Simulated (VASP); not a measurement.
# CaO (P6_3/mmc) in VASP: notebook

CaO is run at these levels: r2SCAN; tasks: single point.

Program: VASP 6.6.1. These are calculated values, not measurements. Logs are shortened: lines on timing, memory, paths and dates and some standing lists are left out, and cuts for length are marked.

### Step 1. The cell of the first run

Symmetry: P6_3/mmc, No. 194, hexagonal system. Conventional cell: a = 3.861 Å, b = 3.861 Å, c = 4.627 Å, α = 90.00°, β = 90.00°, γ = 120.00°. Within 2.9 Å of Ca (site symmetry -6m2) lie 5 O at 2.23 to 2.31 Å. O (site symmetry -6m2) has 5 Ca at 2.23 to 2.31 Å within 2.9 Å.

### Step 2. Single point, r2SCAN (strain -3.0%)

POSCAR

```
CaO
1.0
    3.8614128569      0.0000000000      0.0000000000
   -1.9307064285      3.3440816286      0.0000000000
    0.0000000000      0.0000000000      4.6273307448
Ca O
2 2
Direct
    0.3333333333      0.6666666667     -0.0625000000
    0.6666666667      0.3333333333      0.4375000000
    0.3333333333      0.6666666667      0.4375000000
    0.6666666667      0.3333333333      0.9375000000
```

INCAR.step1

```
SYSTEM = CaO
PREC = Accurate
ENCUT = 520
ISMEAR = 0
SIGMA = 0.01
LREAL = .FALSE.
LASPH = .TRUE.
NELM = 80
NBANDS = 24
GGA = PE
ALGO = Normal
EDIFF = 1E-4
LWAVE = .TRUE.
LCHARG = .FALSE.
```

INCAR.step2

```
SYSTEM = CaO
PREC = Accurate
ENCUT = 520
EDIFF = 1E-6
ISMEAR = 0
SIGMA = 0.01
LREAL = .FALSE.
LASPH = .TRUE.
NELM = 80
ALGO = Normal
ISIF = 2
LWAVE = .FALSE.
LCHARG = .FALSE.
METAGGA = R2SCAN
LMIXTAU = .TRUE.
NBANDS = 24
ISTART = 1
```

KPOINTS

```
regular mesh
0
G
  12 12 6
  0 0 0
```

Potentials or basis: VASP PAW PBE potentials, release 64 (Ca_sv, O).

Started as:

```sh
cat potpaw_PBE.64/Ca_sv/POTCAR potpaw_PBE.64/O/POTCAR > POTCAR
cp INCAR.step1 INCAR
mpirun -np 1 vasp_std > vasp.out
cp INCAR.step2 INCAR
mpirun -np 1 vasp_std > vasp.out
```

OUTCAR:

```text
SYSTEM = CaO
   PREC = Accurate
   ENCUT = 520
   EDIFF = 1E-6
   ISMEAR = 0
   LREAL = .FALSE.
   LASPH = .TRUE.
   NELM = 80
   ISIF = 2
   METAGGA = R2SCAN
   ISTART = 1

 ion  position               nearest neighbor table
   1  0.333  0.667  0.938-   4 2.23   4 2.23   4 2.23   3 2.31   3 2.31
   2  0.667  0.333  0.438-   3 2.23   3 2.23   3 2.23   4 2.31   4 2.31
   3  0.333  0.667  0.438-   2 2.23   2 2.23   2 2.23   1 2.31   1 2.31
   4  0.667  0.333  0.938-   1 2.23   1 2.23   1 2.23   2 2.31   2 2.31

  LATTYP: Found a hexagonal cell.
 ALAT       =     3.8614128569
 C/A-ratio  =     1.1983517216

  Lattice vectors:

 A1 = (   3.8614128569,   0.0000000000,   0.0000000000)
 A2 = (  -1.9307064285,   3.3440816286,   0.0000000000)
 A3 = (   0.0000000000,   0.0000000000,   4.6273307448)

Analysis of symmetry for initial positions (statically):
=====================================================================
 Subroutine PRICEL returns:
 Original cell was already a primitive cell.

 Routine SETGRP: Setting up the symmetry group for a
 hexagonal supercell.

 Subroutine GETGRP returns: Found 24 space group operations
 (whereof  6 operations were pure point group operations)
 out of a pool of 24 trial point group operations.

The static configuration has the point symmetry C_3v.
 The point group associated with its full space group is D_6h.

Analysis of symmetry for dynamics (positions and initial velocities):
=====================================================================
 Subroutine PRICEL returns:
 Original cell was already a primitive cell.

 Routine SETGRP: Setting up the symmetry group for a
 hexagonal supercell.

 Subroutine GETGRP returns: Found 24 space group operations
 (whereof  6 operations were pure point group operations)
 out of a pool of 24 trial point group operations.

The dynamic configuration has the point symmetry C_3v.
 The point group associated with its full space group is D_6h.

 Subroutine INISYM returns: Found 24 space group operations
 (whereof  6 operations are pure point group operations),
 and found     1 'primitive' translations

----------------------------------------------------------------------------------------

                                     Primitive cell

  volume of cell :      59.7522

  direct lattice vectors                    reciprocal lattice vectors
     3.861412857  0.000000000  0.000000000     0.258972567  0.149517881  0.000000000
    -1.930706428  3.344081629  0.000000000     0.000000000  0.299035763  0.000000000
     0.000000000  0.000000000  4.627330745     0.000000000  0.000000000  0.216107310

  length of vectors
     3.861412857  3.861412857  4.627330745     0.299035763  0.299035763  0.216107310

  position of ions in fractional coordinates (direct lattice)
     0.333333333  0.666666667  0.937500000
     0.666666667  0.333333333  0.437500000
     0.333333333  0.666666667  0.437500000
     0.666666667  0.333333333  0.937500000

  ion indices of the primitive-cell ions
   primitive index   ion index
                 1           1
                 2           2
                 3           3
                 4           4

----------------------------------------------------------------------------------------

 KPOINTS: regular mesh

Automatic generation of k-mesh.
 Grid dimensions read from file:
 generate k-points for:   12   12    6

 Generating k-lattice:

  Cartesian coordinates                     Fractional coordinates (reciprocal lattice)
     0.021581047  0.012459823  0.000000000     0.083333333  0.000000000  0.000000000
     0.000000000  0.024919647  0.000000000     0.000000000  0.083333333  0.000000000
     0.000000000  0.000000000  0.036017885     0.000000000  0.000000000  0.166666667

  Length of vectors
     0.024919647  0.024919647  0.036017885

  Shift w.r.t. Gamma in fractional coordinates (k-lattice)
     0.000000000  0.000000000  0.000000000

 Subroutine IBZKPT returns following result:
 ===========================================

 Found     76 irreducible k-points:

 Following reciprocal coordinates:
            Coordinates               Weight
  0.000000  0.000000  0.000000      1.000000
  0.083333  0.000000  0.000000      6.000000
  0.166667  0.000000  0.000000      6.000000
  0.250000  0.000000  0.000000      6.000000
  0.333333  0.000000  0.000000      6.000000
  0.416667  0.000000  0.000000      6.000000
[... 16 lines left out ...]
  0.250000  0.000000  0.166667     12.000000
  0.333333  0.000000  0.166667     12.000000
 [... further k-points ...]
   k-points           NKPTS =     76   k-points in BZ     NKDIM =     76   number of bands    NBANDS=     24
   number of dos      NEDOS =    301   number of ions     NIONS =      4
   total plane-waves  NPLWV =  32400
   dimension x,y,z NGX =    30 NGY =   30 NGZ =   36
   dimension x,y,z NGXF=    60 NGYF=   60 NGZF=   72
   ions per type =               2   2
   NGX,Y,Z   is equivalent  to a cutoff of  12.92, 12.92, 12.93 a.u.
   NGXF,Y,Z  is equivalent  to a cutoff of  25.83, 25.83, 25.87 a.u.
 SYSTEM =  CaO
   PREC   = accura    normal or accurate (medium, high low for compatibility)
   ISTART =      1    job   : 0-new  1-cont  2-samecut
   ICHARG =      0    charge: 1-file 2-atom 10-const
   ISPIN  =      1    spin polarized calculation?
   LNONCOLLINEAR =      F non collinear calculations
   LSORBIT =      F    spin-orbit coupling
   LASPH  =      T    aspherical Exc in radial PAW
   ENCUT  =  520.0 eV  38.22 Ry    6.18 a.u.   7.18  7.18  8.60*2*pi/ulx,y,z
   NELM   =     80;   NELMIN=  2; NELMDL=  0     # of ELM steps
   EDIFF  = 0.1E-05   stopping-criterion for ELM
   LREAL  =      F    real-space projection
   EDIFFG = 0.1E-04   stopping-criterion for IOM
   NSW    =      0    number of steps for IOM
   IBRION =     -1    ionic relax: 0-MD 1-quasi-New 2-CG
   NFREE  =      0    steps in history (QN), initial steepest desc. (CG)
   ISIF   =      2    stress and relaxation
   ISYM   =      2    0-nonsym 1-usesym 2-fastsym
   POTIM  = 0.5000    time-step for ionic-motion
   TEBEG  =    0.0;   TEEND  =   0.0 temperature during run
   PSTRESS=    0.0 pullay stress
   NELECT =      32.0000    total number of electrons
   NUPDOWN=      -1.0000    fix difference up-down
   EMIN   =  10.00;   EMAX   =-10.00  energy-range for DOS
   EFERMI =   0.00;   METHOD = LEGACY
   ISMEAR =     0;   SIGMA  =   0.01  broadening in eV -4-tet -1-fermi 0-gaus
   EFERMI_NEDOS =   21; number of points for ismear=-14 and -15
   IALGO  =     38    algorithm
   IMIX   =      4    mixing-type and parameters
     AMIX     =   0.40;   BMIX     =  1.00
     AMIX_MAG =   1.60;   BMIX_MAG =  1.00
  volume/ion in A,a.u.               =      14.94       100.81
  Fermi-wavevector in a.u.,A,eV,Ry     =   1.329455  2.512305 24.047621  1.767450
  Thomas-Fermi vector in A             =   2.458616
   LORBIT       =      0    0 simple, 1 ext, 2 COOP (PROOUT), +10 PAW based schemes
   METAGGA = R2SCAN    functional components
   LHFCALC =     F    Hartree Fock is set to
   AEXX    =    0.0000 exact exchange contribution
   IVDW    =     0    specifies the selected vdW correction
   LEPSILON=     F    determine dielectric tensor
   LRPA    =     F    only Hartree local field effects (RPA)
 non-spin polarized calculation
 Gauss-broadening in eV      SIGMA  =   0.01
  energy-cutoff  :      520.00
  volume of cell :       59.75
 maximum number of plane-waves:      1626
 NGX is ok and might be reduce to    30
   NGX = 15   NGY = 15   NGZ = 17

 number of electron      31.9999984 magnetization

 Free energy of the ion-electron system (eV)
  ---------------------------------------------------
  ext. energy  EPLUGINS =         0.00000000
  ---------------------------------------------------
  free energy    TOTEN  =       -38.26731519 eV

  energy without entropy =      -38.26731519  energy(sigma->0) =      -38.26731519

 E-fermi :   1.5555     XC(G=0): -10.4512

 val. band max:        1.5082826330   @ k =   0.0000   0.0000   0.0000
 cond. band min:       5.4423150822   @ k =   0.0000   0.0000   0.0000
 fundamental gap:      3.9340324492
 Fermi energy:         1.5555446924

 k-point     1 :       0.0000    0.0000    0.0000
  band No.  band energies     occupation
      1     -37.1351      2.00000
      2     -36.9352      2.00000
      3     -17.7404      2.00000
      4     -17.3860      2.00000
      5     -17.3859      2.00000
      6     -17.1163      2.00000
[... 16 lines left out ...]
     23      11.1189      0.00000
     24      11.4308      0.00000

 k-point     2 :       0.0833    0.0000    0.0000
  band No.  band energies     occupation
      1     -37.1306      2.00000
      2     -36.9368      2.00000
      3     -17.7275      2.00000
      4     -17.4540      2.00000
      5     -17.3952      2.00000
      6     -17.2018      2.00000
[... 16 lines left out ...]
     23      11.1908      0.00000
     24      11.2389      0.00000

 k-point     3 :       0.1667    0.0000    0.0000
  band No.  band energies     occupation
      1     -37.1178      2.00000
      2     -36.9414      2.00000
      3     -17.6900      2.00000
      4     -17.6225      2.00000
      5     -17.4195      2.00000
      6     -17.4038      2.00000
[... 16 lines left out ...]
     23      10.9327      0.00000
     24      11.1797      0.00000
[... 514 lines left out ...]
 k-point    23 :       0.2500    0.0000    0.1667
  band No.  band energies     occupation
      1     -37.0881      2.00000
      2     -36.9590      2.00000
      3     -18.0328      2.00000
      4     -17.8019      2.00000
      5     -17.4299      2.00000
      6     -17.4285      2.00000
[... 16 lines left out ...]
     23      11.3209      0.00000
     24      11.4296      0.00000

 k-point    24 :       0.3333    0.0000    0.1667
  band No.  band energies     occupation
      1     -37.0679      2.00000
      2     -36.9679      2.00000
      3     -18.1709      2.00000
      4     -17.9930      2.00000
      5     -17.4567      2.00000
      6     -17.3959      2.00000
[... 16 lines left out ...]
     23      11.1926      0.00000
     24      11.5299      0.00000

 [... further k-points ...]

------------------------ aborting loop because EDIFF is reached ----------------------------------------

  FORCE on cell =-STRESS in cart. coord.  units (eV):
  Direction    XX          YY          ZZ          XY          YZ          ZX
  --------------------------------------------------------------------------------------
  -------------------------------------------------------------------------------------
  Total        4.2342556      4.2342556      4.7315836     -0.0000000      0.0000000      0.0000000
  in kB      113.5361081    113.5361081    126.8713186     -0.0000000      0.0000000      0.0000000
  external PRESSURE =     117.9811782 kB  Pullay stress =       0.0000000 kB

 VOLUME and BASIS-vectors are now :
 -----------------------------------------------------------------------------
  energy-cutoff  :      520.00
  volume of cell :       59.75
      direct lattice vectors                 reciprocal lattice vectors
     3.861412857  0.000000000  0.000000000     0.258972567  0.149517881  0.000000000
    -1.930706428  3.344081629  0.000000000     0.000000000  0.299035763  0.000000000
     0.000000000  0.000000000  4.627330745     0.000000000  0.000000000  0.216107310

 POSITION                                       TOTAL-FORCE (eV/Angst)
 -----------------------------------------------------------------------------------
     -0.00000      2.22939      4.33812         0.000000      0.000000     -0.000000
      1.93071      1.11469      2.02446        -0.000000      0.000000     -0.000000
     -0.00000      2.22939      2.02446        -0.000000     -0.000000     -0.000000
      1.93071      1.11469      4.33812         0.000000     -0.000000      0.000000
 -----------------------------------------------------------------------------------
    total drift:                               -0.000000      0.000000      0.000000

  FREE ENERGIE OF THE ION-ELECTRON SYSTEM (eV)
  ---------------------------------------------------
  free  energy   TOTEN  =       -38.2673151933 eV

  energy  without entropy=      -38.2673151933  energy(sigma->0) =      -38.26731519
```

Run time: 2.9 min. Hardware: 1 thread of Intel Xeon 6975P-C (Granite Rapids), shared host; peak memory 0.24 GiB.

Results:

| Property | Result |
| --- | --- |
| Free energy | -38.2673 eV |
| Pressure | 11.8 GPa |
| Band gap on the k mesh | 3.93 eV |

Caveat: the cell differs from its parent crystal (strain -3.0%); the cell stands under pressure; the structure was generated, so it needn't be the stable form of CaO; the PAW data sets were made with another functional, which shifts forces and pressure a little. A k mesh can miss the band edges.

### Step 3. Single point, r2SCAN (strain -2.5%)

POSCAR

```
CaO
1.0
    3.8813170469      0.0000000000      0.0000000000
   -1.9406585234      3.3613191627      0.0000000000
    0.0000000000      0.0000000000      4.6511829651
Ca O
2 2
Direct
    0.3333333333      0.6666666667     -0.0625000000
    0.6666666667      0.3333333333      0.4375000000
    0.3333333333      0.6666666667      0.4375000000
    0.6666666667      0.3333333333      0.9375000000
```

INCAR.step1

```
PREC = Accurate
ENCUT = 520
ISMEAR = 0
SIGMA = 0.01
LREAL = False
LASPH = True
NELM = 60
NBANDS = 24
GGA = PE
ALGO = Normal
EDIFF = 1E-4
LWAVE = True
LCHARG = False
```

INCAR.step2

```
PREC = Accurate
ENCUT = 520
EDIFF = 1E-6
ISMEAR = 0
SIGMA = 0.01
LREAL = False
LASPH = True
NELM = 60
ALGO = Normal
ISIF = 2
LWAVE = False
LCHARG = False
METAGGA = R2SCAN
LMIXTAU = True
NBANDS = 24
ISTART = 1
```

KPOINTS

```
regular mesh
0
Gamma
  12 12 6
```

Potentials or basis: VASP PAW PBE potentials, release 64 (Ca_sv, O).

Started as:

```sh
cat potpaw_PBE.64/Ca_sv/POTCAR potpaw_PBE.64/O/POTCAR > POTCAR
cp INCAR.step1 INCAR
mpirun -np 1 vasp_std > vasp.out
cp INCAR.step2 INCAR
mpirun -np 1 vasp_std > vasp.out
```

Wall time 3.2 min (1 thread of Intel Xeon 6975P-C (Granite Rapids), shared host); peak memory 0.23 GiB.

The run converged. Its results:

```yaml
Free_energy: -38.3305 eV
Pressure: 9.7 GPa
Band_gap_on_the_k_mesh: 3.88 eV
```

Stress tensor (GPa, compression positive):
```
 9.34  0.00  0.00
 0.00  9.34  0.00
 0.00  0.00 10.38
```

Levels at points of the mesh, in eV from the valence-band top:
```tsv
k point	band 14	band 15	band 16	band 17	band 18	band 19
(0.00, 0.00, 0.00)	-1.30	-1.02	0.00	3.88	7.00	7.00
(0.50, 0.00, 0.00)	-0.81	-0.60	-0.42	5.26	5.92	5.98
(0.00, 0.00, 0.50)	-1.45	-1.45	-1.45	5.74	5.74	8.88
(0.50, 0.00, 0.50)	-1.20	-0.79	-0.79	6.01	6.01	8.33
```

Caveat: the cell differs from its parent crystal (strain -2.5%); the cell stands under pressure; the structure was generated, so it needn't be the stable form of CaO; the PAW data sets were made with another functional, which shifts forces and pressure a little.

### Step 4. Single point, r2SCAN (uniaxial z strain -0.5%)

POSCAR

```
CaO
1.0
    3.9808379968      0.0000000000      0.0000000000
   -1.9904189984      3.4475068336      0.0000000000
    0.0000000000      0.0000000000      4.7465918465
Ca O
2 2
Direct
    0.3333333333      0.6666666667     -0.0625000000
    0.6666666667      0.3333333333      0.4375000000
    0.3333333333      0.6666666667      0.4375000000
    0.6666666667      0.3333333333      0.9375000000
```

INCAR.step1

```
SYSTEM = CaO
  PREC = Accurate
  ENCUT = 520
  ISMEAR = 0
  SIGMA = 0.01
  LREAL = .False.
  LASPH = .True.
  NELM = 80
  NBANDS = 24
  GGA = PE
  ALGO = Normal
  EDIFF = 1E-4
  LWAVE = .True.
  LCHARG = .False.
```

INCAR.step2

```
SYSTEM = CaO
  PREC = Accurate
  ENCUT = 520
  EDIFF = 1E-6
  ISMEAR = 0
  SIGMA = 0.01
  LREAL = .False.
  LASPH = .True.
  NELM = 80
  ALGO = Normal
  ISIF = 2
  LWAVE = .False.
  LCHARG = .False.
  METAGGA = R2SCAN
  LMIXTAU = .True.
  NBANDS = 24
  ISTART = 1
```

KPOINTS

```
Automatic mesh
0
Gamma
  12 12 6
  0 0 0
```

Started as:

```sh
cat potpaw_PBE.64/Ca_sv/POTCAR potpaw_PBE.64/O/POTCAR > POTCAR
cp INCAR.step1 INCAR
mpirun -np 1 vasp_std > vasp.out
cp INCAR.step2 INCAR
mpirun -np 1 vasp_std > vasp.out
```

Run time: 3.6 min. Hardware: 1 thread of Intel Xeon 6975P-C (Granite Rapids), shared host; peak memory 0.24 GiB.

It converged, with:

```
Free energy            : -38.4833 eV
Pressure               : 1.5 GPa
Band gap on the k mesh : 3.61 eV
```

Stress tensor (GPa, compression positive):
```
1.26 0.00 0.00
0.00 1.26 0.00
0.00 0.00 2.03
```

Levels at points of the mesh, in eV from the valence-band top:
| k point | band 12 | band 13 | band 14 | band 15 | band 16 | band 17 | band 18 | band 19 | band 20 | band 21 |
| --- | --- | --- | --- | --- | --- | --- | --- | --- | --- | --- |
| (0.00, 0.00, 0.00) | -1.21 | -1.18 | -1.18 | -1.07 | 0.00 | 3.61 | 6.81 | 6.81 | 8.45 | 8.54 |
| (0.50, 0.00, 0.00) | -1.07 | -0.86 | -0.82 | -0.58 | -0.40 | 5.12 | 5.80 | 5.87 | 8.36 | 8.40 |
| (0.00, 0.00, 0.50) | -1.60 | -1.32 | -1.32 | -1.32 | -1.32 | 5.44 | 5.44 | 8.53 | 8.53 | 8.53 |
| (0.50, 0.00, 0.50) | -2.08 | -1.09 | -1.09 | -0.77 | -0.77 | 5.84 | 5.84 | 8.04 | 8.04 | 8.71 |

Caveat: the cell differs from its parent crystal (uniaxial z strain -0.5%); the structure was generated, so it needn't be the stable form of CaO; the PAW data sets were made with another functional, which shifts forces and pressure a little.

### Step 5. Summary

| cell | gap on the mesh (eV) | pressure (GPa) |
| --- | --- | --- |
| a = 3.861, b = 3.861, c = 4.627 Å, angles 90.0, 90.0, 120.0°, 4 atoms | 3.93 | 11.8 |
| a = 3.881, b = 3.881, c = 4.651 Å, angles 90.0, 90.0, 120.0°, 4 atoms | 3.88 | 9.7 |
| a = 3.981, b = 3.981, c = 4.747 Å, angles 90.0, 90.0, 120.0°, 4 atoms | 3.61 | 1.5 |

Alike in all rows: task single point; level r2SCAN; potentials or basis VASP PAW PBE potentials, release 64 (Ca_sv, O); no spin polarisation; k mesh 12 × 12 × 6; cutoff (eV) 520; smearing gaussian 0.01 eV.

Caveats: the structure was generated, so it needn't be the stable form of CaO; the PAW data sets were made with another functional, which shifts forces and pressure a little; the cell stands under pressure (at least some runs).

Total energies depend on the potentials used, so only differences within one code and one set of settings carry meaning.
